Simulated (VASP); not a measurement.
Input of a VASP 6.6.1 run:

File INCAR:

```
PREC = Accurate
ENCUT = 520
EDIFF = 1E-7
ISMEAR = -1
SIGMA = 0.05
LREAL = False
LASPH = True
NELM = 100
ALGO = Normal
ISIF = 2
LWAVE = False
LCHARG = False
GGA = PE
NBANDS = 21
```

Contents of KPOINTS:

```
Automatic mesh
0
Gamma
  8 8 8
```

POSCAR

```
Pb
1.0
    0.0000000000      3.4953871275      3.4953871275
    3.4953871275      0.0000000000      3.4953871275
    3.4953871275      3.4953871275      0.0000000000
Pb
2
Direct
    0.0000000000      0.0000000000      0.0000000000
    0.2500000000      0.2500000000      0.2500000000
```

Potentials or basis: VASP PAW PBE potentials, release 64 (Pb_d).

Command:

```bash
$ cat potpaw_PBE.64/Pb_d/POTCAR > POTCAR
$ mpirun -np 1 vasp_std > vasp.out
```

Q: Predict the band gap on the k mesh.

A: Zero (band 14 reaches 4.29 eV, above the bottom of band 15 at 3.22 eV).

Q: Estimate the pressure.

A: 0.7 GPa.

Caveat: spin-orbit coupling is left out, which moves the levels of the heavy elements.
